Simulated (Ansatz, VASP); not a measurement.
**Pd: VASP beside Ansatz**

Contents of POSCAR:

```
Pd
1.0
    0.0000000000      2.8308673739      2.8308673739
    2.8308673739      0.0000000000      2.8308673739
    2.8308673739      2.8308673739      0.0000000000
Pd
2
Direct
    0.1250000000      0.1250000000      0.1250000000
    0.8750000000      0.8750000000      0.8750000000
```

Contents of INCAR.step1:

```
ALGO     = Normal         # electronic algorithm
EDIFF    = 1E-4           # SCF threshold, eV
ENCUT    = 520            # plane-wave cutoff, eV
GGA      = PE             # functional
ISMEAR   = -1             # smearing method
LASPH    = True           # aspherical terms in the spheres
LCHARG   = False          # write CHGCAR
LREAL    = False          # projectors in reciprocal space
LWAVE    = True           # write WAVECAR
NBANDS   = 17             # bands
NELM     = 60             # most SCF steps
PREC     = Accurate       # precision mode
SIGMA    = 0.1            # smearing width, eV
```

File INCAR.step2:

```
ALGO     = Normal         # electronic algorithm
EDIFF    = 1E-6           # SCF threshold, eV
ENCUT    = 520            # plane-wave cutoff, eV
ISIF     = 2              # what is computed and relaxed
ISMEAR   = -1             # smearing method
ISTART   = 1            
LASPH    = True           # aspherical terms in the spheres
LCHARG   = False          # write CHGCAR
LMIXTAU  = True         
LREAL    = False          # projectors in reciprocal space
LWAVE    = False          # write WAVECAR
METAGGA  = R2SCAN         # meta-GGA
NBANDS   = 17             # bands
NELM     = 60             # most SCF steps
PREC     = Accurate       # precision mode
SIGMA    = 0.1            # smearing width, eV
```

File KPOINTS:

```
k-points
0
Gamma
  11 11 11
```

Input for Ansatz:

```yaml
crystal:
  lattice:
    - [0.0, 2.8308673739, 2.8308673739]
    - [2.8308673739, 0.0, 2.8308673739]
    - [2.8308673739, 2.8308673739, 0.0]
  atoms:
    - { symbol: Pd, position: [0.125, 0.125, 0.125] }
    - { symbol: Pd, position: [0.875, 0.875, 0.875] }
hamiltonian:
  xc: r2scan
  pseudopotentials:
    kind: paw
    azcp:
      Pd: "pseudopotentials/Pd.paw.azcp"
basis:
  ecutwfc: 500
  fft_grid_basis: typed
kpoints:
  mp_grid: { grid: [11, 11, 11], shift: [0, 0, 0] }
magnetization:
  spin_polarized: false
scf:
  occupations: { method: fermi_dirac, width: 0.1 }
  lower_state_search: "off"
output:
  stress: true
```

Alike in both runs: task single point; functional r2SCAN; k mesh 11 × 11 × 11; occupations fermi-dirac, width 0.1 eV; no spin polarisation.

|  | VASP | Ansatz |
| --- | --- | --- |
| version | VASP 6.6.1 | Ansatz 0.2.0 |
| potentials or method | VASP PAW PBE potentials, release 64 (Pd), cutoff 520 eV | plane waves (500 eV) with PAW, scalar-relativistic |
| valence electrons in the cell | 20 | 36 |

Ansatz gave:

| Property | Result |
| --- | --- |
| pressure (GPa) | 3.6 |

Task: Which values does VASP return?

Result: Pressure (GPa): 3.5.

VASP's potentials were made for PBE, not for r2SCAN. VASP's potentials hold 20 valence electrons a cell and Ansatz's 36, so a difference there can come from the potentials and not from the codes.
